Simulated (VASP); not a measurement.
# PbS (Fm-3m) in VASP: single point with LDA

Aim: the single point of PbS with LDA.

Everything below comes from runs of VASP 6.6.1. Logs are shortened: lines on timing, memory, paths and dates and some standing lists are left out, and cuts for length are marked.

**1. The cell of the first run**

Symmetry: Fm-3m, No. 225, cubic system. Conventional cell: a = 5.952 Å, b = 5.952 Å, c = 5.952 Å, α = 90.00°, β = 90.00°, γ = 90.00°. Pb (site symmetry m-3m) has 6 S at 2.98 Å within 3.9 Å. S (site symmetry m-3m) has 6 Pb at 2.98 Å within 3.9 Å.

**2. Single point, LDA**

Contents of INCAR:

```
PREC = Accurate ; ENCUT = 520
EDIFF = 1E-6 ; ISMEAR = -1
SIGMA = 0.1 ; LREAL = F
LASPH = T ; NELM = 100
ALGO = Normal ; ISIF = 2
LWAVE = F ; LCHARG = F
GGA = CA ; NBANDS = 17
```

Contents of KPOINTS:

```
Automatic mesh
0
Gamma
  7 7 7
```

Contents of POSCAR:

```
PbS
1.0
    0.0000000000      2.9762018200      2.9762018200
    2.9762018200      0.0000000000      2.9762018200
    2.9762018200      2.9762018200      0.0000000000
Pb S
1 1
Direct
    0.0000000000      0.0000000000      0.0000000000
    0.5000000000      0.5000000000      0.5000000000
```

Potentials or basis: VASP PAW LDA potentials, release 64 (Pb_d, S).

The run is started by

```
cat potpaw_LDA.64/Pb_d/POTCAR potpaw_LDA.64/S/POTCAR > POTCAR
mpirun -np 1 vasp_std > vasp.out
```

OUTCAR:

```text
PREC = Accurate
   ENCUT = 520
   EDIFF = 1E-6
   ISMEAR = -1
   LREAL = F
   LASPH = T
   NELM = 100
   ISIF = 2
   GGA = CA

 ion  position               nearest neighbor table
   1  0.000  0.000  0.000-   2 2.98   2 2.98   2 2.98   2 2.98   2 2.98   2 2.98
   2  0.500  0.500  0.500-   1 2.98   1 2.98   1 2.98   1 2.98   1 2.98   1 2.98

  LATTYP: Found a face centered cubic cell.
 ALAT       =     5.9524036400

  Lattice vectors:

 A1 = (   0.0000000000,   2.9762018200,   2.9762018200)
 A2 = (   2.9762018200,   0.0000000000,   2.9762018200)
 A3 = (   2.9762018200,   2.9762018200,   0.0000000000)

Analysis of symmetry for initial positions (statically):
=====================================================================
 Subroutine PRICEL returns:
 Original cell was already a primitive cell.

 Routine SETGRP: Setting up the symmetry group for a
 face centered cubic supercell.

 Subroutine GETGRP returns: Found 48 space group operations
 (whereof 48 operations were pure point group operations)
 out of a pool of 48 trial point group operations.

The static configuration has the point symmetry O_h .

Analysis of symmetry for dynamics (positions and initial velocities):
=====================================================================
 Subroutine PRICEL returns:
 Original cell was already a primitive cell.

 Routine SETGRP: Setting up the symmetry group for a
 face centered cubic supercell.

 Subroutine GETGRP returns: Found 48 space group operations
 (whereof 48 operations were pure point group operations)
 out of a pool of 48 trial point group operations.

The dynamic configuration has the point symmetry O_h .

 Subroutine INISYM returns: Found 48 space group operations
 (whereof 48 operations are pure point group operations),
 and found     1 'primitive' translations

----------------------------------------------------------------------------------------

                                     Primitive cell

  volume of cell :      52.7251

  direct lattice vectors                    reciprocal lattice vectors
     0.000000000  2.976201820  2.976201820    -0.167999360  0.167999360  0.167999360
     2.976201820  0.000000000  2.976201820     0.167999360 -0.167999360  0.167999360
     2.976201820  2.976201820  0.000000000     0.167999360  0.167999360 -0.167999360

  length of vectors
     4.208984978  4.208984978  4.208984978     0.290983427  0.290983427  0.290983427

  position of ions in fractional coordinates (direct lattice)
     0.000000000  0.000000000  0.000000000
     0.500000000  0.500000000  0.500000000

  ion indices of the primitive-cell ions
   primitive index   ion index
                 1           1
                 2           2

----------------------------------------------------------------------------------------

 KPOINTS: Automatic mesh

Automatic generation of k-mesh.
 Grid dimensions read from file:
 generate k-points for:    7    7    7

 Generating k-lattice:

  Cartesian coordinates                     Fractional coordinates (reciprocal lattice)
    -0.023999909  0.023999909  0.023999909     0.142857143  0.000000000  0.000000000
     0.023999909 -0.023999909  0.023999909     0.000000000  0.142857143  0.000000000
     0.023999909  0.023999909 -0.023999909     0.000000000  0.000000000  0.142857143

  Length of vectors
     0.041569061  0.041569061  0.041569061

  Shift w.r.t. Gamma in fractional coordinates (k-lattice)
     0.000000000  0.000000000  0.000000000

 Subroutine IBZKPT returns following result:
 ===========================================

 Found     20 irreducible k-points:

 Following reciprocal coordinates:
            Coordinates               Weight
  0.000000  0.000000  0.000000      1.000000
  0.142857  0.000000  0.000000      8.000000
  0.285714  0.000000  0.000000      8.000000
  0.428571  0.000000  0.000000      8.000000
  0.142857  0.142857  0.000000      6.000000
  0.285714  0.142857  0.000000     24.000000
[... 12 lines left out ...]
 -0.428571  0.428571  0.142857     24.000000
 -0.285714  0.428571  0.142857     24.000000
   k-points           NKPTS =     20   k-points in BZ     NKDIM =     20   number of bands    NBANDS=     17
   number of dos      NEDOS =    301   number of ions     NIONS =      2
   total plane-waves  NPLWV =  32768
   dimension x,y,z NGX =    32 NGY =   32 NGZ =   32
   dimension x,y,z NGXF=    64 NGYF=   64 NGZF=   64
   ions per type =               1   1
   NGX,Y,Z   is equivalent  to a cutoff of  12.64, 12.64, 12.64 a.u.
   NGXF,Y,Z  is equivalent  to a cutoff of  25.28, 25.28, 25.28 a.u.
 SYSTEM =  unknown system
   PREC   = accura    normal or accurate (medium, high low for compatibility)
   ISTART =      0    job   : 0-new  1-cont  2-samecut
   ICHARG =      2    charge: 1-file 2-atom 10-const
   ISPIN  =      1    spin polarized calculation?
   LNONCOLLINEAR =      F non collinear calculations
   LSORBIT =      F    spin-orbit coupling
   LASPH  =      T    aspherical Exc in radial PAW
   ENCUT  =  520.0 eV  38.22 Ry    6.18 a.u.   7.83  7.83  7.83*2*pi/ulx,y,z
   NELM   =    100;   NELMIN=  2; NELMDL= -5     # of ELM steps
   EDIFF  = 0.1E-05   stopping-criterion for ELM
   LREAL  =      F    real-space projection
   EDIFFG = 0.1E-04   stopping-criterion for IOM
   NSW    =      0    number of steps for IOM
   IBRION =     -1    ionic relax: 0-MD 1-quasi-New 2-CG
   NFREE  =      0    steps in history (QN), initial steepest desc. (CG)
   ISIF   =      2    stress and relaxation
   ISYM   =      2    0-nonsym 1-usesym 2-fastsym
   POTIM  = 0.5000    time-step for ionic-motion
   TEBEG  =    0.0;   TEEND  =   0.0 temperature during run
   PSTRESS=    0.0 pullay stress
   NELECT =      20.0000    total number of electrons
   NUPDOWN=      -1.0000    fix difference up-down
   EMIN   =  10.00;   EMAX   =-10.00  energy-range for DOS
   EFERMI =   0.00;   METHOD = LEGACY
   ISMEAR =    -1;   SIGMA  =   0.10  broadening in eV -4-tet -1-fermi 0-gaus
   EFERMI_NEDOS =   21; number of points for ismear=-14 and -15
   IALGO  =     38    algorithm
   IMIX   =      4    mixing-type and parameters
     AMIX     =   0.40;   BMIX     =  1.00
     AMIX_MAG =   1.60;   BMIX_MAG =  1.00
  volume/ion in A,a.u.               =      26.36       177.90
  Fermi-wavevector in a.u.,A,eV,Ry     =   1.185075  2.239467 19.108055  1.404402
  Thomas-Fermi vector in A             =   2.321276
   LORBIT       =      0    0 simple, 1 ext, 2 COOP (PROOUT), +10 PAW based schemes
   GGA     = CA    functional components
   LHFCALC =     F    Hartree Fock is set to
   AEXX    =    0.0000 exact exchange contribution
   IVDW    =     0    specifies the selected vdW correction
   LEPSILON=     F    determine dielectric tensor
   LRPA    =     F    only Hartree local field effects (RPA)
 non-spin polarized calculation
  energy-cutoff  :      520.00
  volume of cell :       52.73
 maximum number of plane-waves:      1430
   NGX = 15   NGY = 15   NGZ = 15

 number of electron      20.0000000 magnetization

 Free energy of the ion-electron system (eV)
  ---------------------------------------------------
  ext. energy  EPLUGINS =         0.00000000
  ---------------------------------------------------
  free energy    TOTEN  =        -9.97501864 eV

  energy without entropy =       -9.97422289  energy(sigma->0) =       -9.97462076

 E-fermi :   5.6185     XC(G=0):  -9.9818

 val. band max:        5.1611654293   @ k =   0.4286   0.0000   0.0000
 cond. band min:       6.0450984324   @ k =   0.4286   0.0000   0.0000
 fundamental gap:      0.8839330031
 Fermi energy:         5.6185172037

 k-point     1 :       0.0000    0.0000    0.0000
  band No.  band energies     occupation
      1     -11.3024      2.00000
      2     -11.3024      2.00000
      3     -11.3024      2.00000
      4     -11.2931      2.00000
      5     -11.2931      2.00000
      6      -8.0214      2.00000
[... 9 lines left out ...]
     16      12.1258      0.00000
     17      13.9215      0.00000

 k-point     2 :       0.1429    0.0000    0.0000
  band No.  band energies     occupation
      1     -11.3018      2.00000
      2     -11.3018      2.00000
      3     -11.3015      2.00000
      4     -11.2909      2.00000
      5     -11.2909      2.00000
      6      -7.8473      2.00000
[... 9 lines left out ...]
     16      12.5871      0.00000
     17      15.4070      0.00000

 k-point     3 :       0.2857    0.0000    0.0000
  band No.  band energies     occupation
      1     -11.3131      2.00000
      2     -11.3131      2.00000
      3     -11.3000      2.00000
      4     -11.2729      2.00000
      5     -11.2729      2.00000
      6      -7.3767      2.00000
[... 9 lines left out ...]
     16      13.6653      0.00000
     17      17.5315      0.00000

 k-point     4 :       0.4286    0.0000    0.0000
  band No.  band energies     occupation
      1     -11.3230      2.00000
      2     -11.3230      2.00000
      3     -11.2994      2.00000
      4     -11.2577      2.00000
      5     -11.2577      2.00000
      6      -6.8554      2.00000
[... 9 lines left out ...]
     16      15.1394      0.00000
     17      16.3877      0.00000
[... 263 lines left out ...]
      1     -11.3657      2.00000
      2     -11.3038      2.00000
      3     -11.2914      2.00000
      4     -11.2720      2.00000
      5     -11.2538      2.00000
      6      -6.5571      2.00000
[... 9 lines left out ...]
     16      16.0250      0.00000
     17      17.0134      0.00000

 k-point    19 :      -0.4286    0.4286    0.1429
  band No.  band energies     occupation
      1     -11.4070      2.00000
      2     -11.3115      2.00000
      3     -11.2832      2.00000
      4     -11.2588      2.00000
      5     -11.2452      2.00000
      6      -6.4055      2.00000
[... 9 lines left out ...]
     16      17.0303      0.00000
     17      17.5059      0.00000

 k-point    20 :      -0.2857    0.4286    0.1429
  band No.  band energies     occupation
      1     -11.3933      2.00000
      2     -11.2962      2.00000
      3     -11.2890      2.00000
      4     -11.2765      2.00000
      5     -11.2454      2.00000
      6      -6.3331      2.00000
[... 9 lines left out ...]
     16      17.1428      0.00000
     17      17.7043      0.00000

------------------------ aborting loop because EDIFF is reached ----------------------------------------

  FORCE on cell =-STRESS in cart. coord.  units (eV):
  Direction    XX          YY          ZZ          XY          YZ          ZX
  --------------------------------------------------------------------------------------
  -------------------------------------------------------------------------------------
  Total       -1.0417469     -1.0417469     -1.0417469      0.0000000     -0.0000000      0.0000000
  in kB      -31.6559723    -31.6559723    -31.6559723      0.0000000     -0.0000000      0.0000000
  external PRESSURE =     -31.6559723 kB  Pullay stress =       0.0000000 kB

 VOLUME and BASIS-vectors are now :
 -----------------------------------------------------------------------------
  energy-cutoff  :      520.00
  volume of cell :       52.73
      direct lattice vectors                 reciprocal lattice vectors
     0.000000000  2.976201820  2.976201820    -0.167999360  0.167999360  0.167999360
     2.976201820  0.000000000  2.976201820     0.167999360 -0.167999360  0.167999360
     2.976201820  2.976201820  0.000000000     0.167999360  0.167999360 -0.167999360

 POSITION                                       TOTAL-FORCE (eV/Angst)
 -----------------------------------------------------------------------------------
      0.00000      0.00000      0.00000        -0.000000     -0.000000     -0.000000
      2.97620      2.97620      2.97620         0.000000      0.000000      0.000000
 -----------------------------------------------------------------------------------
    total drift:                                0.000000     -0.000000     -0.000000

  FREE ENERGIE OF THE ION-ELECTRON SYSTEM (eV)
  ---------------------------------------------------
  free  energy   TOTEN  =        -9.9750186380 eV

  energy  without entropy=       -9.9742228868  energy(sigma->0) =       -9.97462076
```

It took 18 s on 1 thread of AMD EPYC 7R43 (Zen 3), shared host; peak memory 0.12 GiB.

What came out:

```yaml
Free_energy: -9.9750 eV
Pressure: -3.2 GPa
```

Levels at points of the mesh, in eV from the Fermi level:
```csv
k point,band 7,band 8,band 9,band 10,band 11,band 12,band 13,band 14
"(0.00, 0.00, 0.00)",-6.26,-2.27,-2.27,-2.27,4.88,4.88,4.88,6.51
```

Caveat: this odd mesh misses L, where the gap lies, so gap, dielectric constants and Born charges aren't listed; spin-orbit coupling is left out, which moves the levels of the heavy elements.
